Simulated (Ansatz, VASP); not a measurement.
**Two plane-wave programs on As5S**

```xyz
6
Lattice="3.6491 0.0000 0.0000 -1.8246 3.1602 0.0000 0.0000 0.0000 10.6488" Properties=species:S:1:pos:R:3 pbc="T T T"
As    1.8246    1.0534    8.8097
As    0.0000    0.0000    7.1699
As    1.8246    1.0534    5.3244
As    0.0000    0.0000    3.4790
As    1.8246    1.0534    1.8391
S     0.0000    0.0000    0.0000
```

Change from the starting cell: species swapped into the Ca5Mg type (P-6m2, No. 187).

Alike in both runs: functional PBE; k mesh 12 × 12 × 4; occupations gaussian, width 0.1 eV; no spin polarisation.

Ansatz relaxed the structure, and its values are those at the end. VASP's run is a single point on that final structure, the one shown.

```csv
,VASP,Ansatz
version,VASP 6.6.1,Ansatz 0.2.0
potentials or method,"VASP PAW PBE potentials, release 64 (As, S), cutoff 520 eV","scalar-relativistic, plane waves, PAW"
valence electrons in the cell,31,81
```

Ansatz gave:

```
gap on the k mesh at the Fermi level (eV) : none
pressure (GPa)                            : 0.0
rms of the force components (eV/Å)        : 0.001
```

Q: Which values does VASP return?

A: gap on the k mesh at the Fermi level (eV): none; pressure (GPa): 0.1; rms of the force components (eV/Å): 0.009.

A gap of «none» marks a metal or a gap that the smearing closes. VASP's potentials hold 31 valence electrons a cell and Ansatz's 81, so a difference there can come from the potentials and not from the codes.
